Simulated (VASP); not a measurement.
**InGa3P4: relaxation of cell and atoms with PBE**

The system is InGa3P4.

```
In Ga P
1.0
     5.44337    0.00000    0.00000
     0.00000    5.44337    0.00000
     0.00000    0.00000    5.44337
In Ga P
1 3 4
Direct
  0.50000 0.50000 0.50000
  0.00000 0.00000 0.50000
  0.50000 0.00000 0.00000
  0.00000 0.50000 0.00000
  0.50000 0.50000 0.00000
  0.00000 0.50000 0.50000
  0.50000 0.00000 0.50000
  0.00000 0.00000 0.00000
```

```
Program                : VASP 6.6.1
Task                   : relaxation of cell and atoms
Functional             : PBE
Potentials or basis    : VASP PAW PBE potentials, release 64 (In_d, Ga_d, P)
Cutoff                 : 600 eV
k mesh                 : 4 × 4 × 4
Occupations            : gaussian, width 0.1 eV
Spin                   : no spin polarisation
Dipole correction      : no
Further INCAR settings : ALGO = Normal; EDIFF = 1e-06; IBRION = 2; EDIFFG = -0.04; NSW = 90; ISIF = 3
```

| Quantity | Value |
| --- | --- |
| Relaxed volume | 18.34 Å³/atom |
| Relaxed cell | a = 5.274 Å, b = 5.274 Å, c = 5.274 Å, α = 90.00°, β = 90.00°, γ = 90.00° |
| Space group after relaxing (to 0.05 Å) | Pm-3m (No. 221) |
| Energy gained by relaxing | 37.4 meV/atom |
| Ionic steps | 3 |
| Pressure after relaxing | 0.1 GPa |
| Band gap on the k mesh | zero (band 36 reaches 6.82 eV, above the bottom of band 37 at 5.94 eV) |

The path:
| step | energy change (eV) | largest force (eV/Å) | pressure (GPa) | volume (Å³) |
| --- | --- | --- | --- | --- |
| 1 | 0.0000 | 0.0000 | -6.00 | 161.29 |
| 2 | -0.2883 | 0.0000 | 1.39 | 144.29 |
| 3 | -0.2993 | 0.0000 | 0.10 | 146.71 |

Final structure:
```
In Ga P
1.0
     5.27416    0.00000    0.00000
     0.00000    5.27416    0.00000
     0.00000    0.00000    5.27416
In Ga P
1 3 4
Direct
  0.50000 0.50000 0.50000
  0.00000 0.00000 0.50000
  0.50000 0.00000 0.00000
  0.00000 0.50000 0.00000
  0.50000 0.50000 0.00000
  0.00000 0.50000 0.50000
  0.50000 0.00000 0.50000
  0.00000 0.00000 0.00000
```

Levels at points of the mesh, in eV from the Fermi level:
```tsv
k point	band 32	band 33	band 34	band 35	band 36	band 37	band 38	band 39	band 40	band 41
(0.00, 0.00, 0.00)	-2.58	-2.58	-2.57	-2.57	-2.57	-0.13	-0.13	-0.13	1.09	3.54
(0.50, 0.00, 0.00)	-3.10	-1.61	-1.61	-1.49	-1.49	0.46	0.71	2.22	2.71	4.32
(0.50, 0.50, 0.00)	-3.20	-0.24	-0.22	-0.22	-0.05	1.94	1.94	1.96	2.44	4.02
(0.50, 0.50, 0.50)	0.13	0.13	0.13	0.28	0.28	2.81	2.81	2.81	2.89	2.90
```

Wall time 2.5 min on 1 thread of Intel(R) Xeon(R) 6975P-C (Granite Rapids), on a shared host, peak memory 0.37 GiB.

Caveat: spin-orbit coupling is left out, which moves the levels of the heavy elements.
